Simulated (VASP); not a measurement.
A run of VASP 6.6.1 is set up as follows.

Contents of INCAR:

```
SYSTEM = Tl4Br
PREC = Accurate
ENCUT = 520
EDIFF = 1E-6
ISMEAR = 0
SIGMA = 0.1
LREAL = .False.
LASPH = .True.
NELM = 80
ALGO = Normal
ISIF = 2
LWAVE = .False.
LCHARG = .False.
GGA = PE
NBANDS = 38
```

File KPOINTS:

```
regular mesh
0
Gamma
  4 4 4
  0 0 0
```

File POSCAR:

```
Tl4Br
1.0
   -3.6706483411      3.6706483411      3.6706483411
    3.6706483411     -3.6706483411      3.6706483411
    3.6706483411      3.6706483411     -3.6706483411
Tl Br
4 1
Direct
    0.0000000000      0.0000000000      0.5000000000
    0.5000000000      0.0000000000      0.0000000000
    0.0000000000      0.5000000000      0.0000000000
    0.5000000000      0.5000000000      0.5000000000
    0.0000000000      0.0000000000      0.0000000000
```

Potentials or basis: VASP PAW PBE potentials, release 64 (Tl_d, Br).

Command:

```bash
$ cat potpaw_PBE.64/Tl_d/POTCAR potpaw_PBE.64/Br/POTCAR > POTCAR
$ mpirun -np 1 vasp_std > vasp.out
```

(1) What does it give for the pressure?

## Answers

(1) 0.3 GPa.

Caveat: an odd number of electrons without spin polarisation forces a metal; a magnetic or distorted state may lie lower.
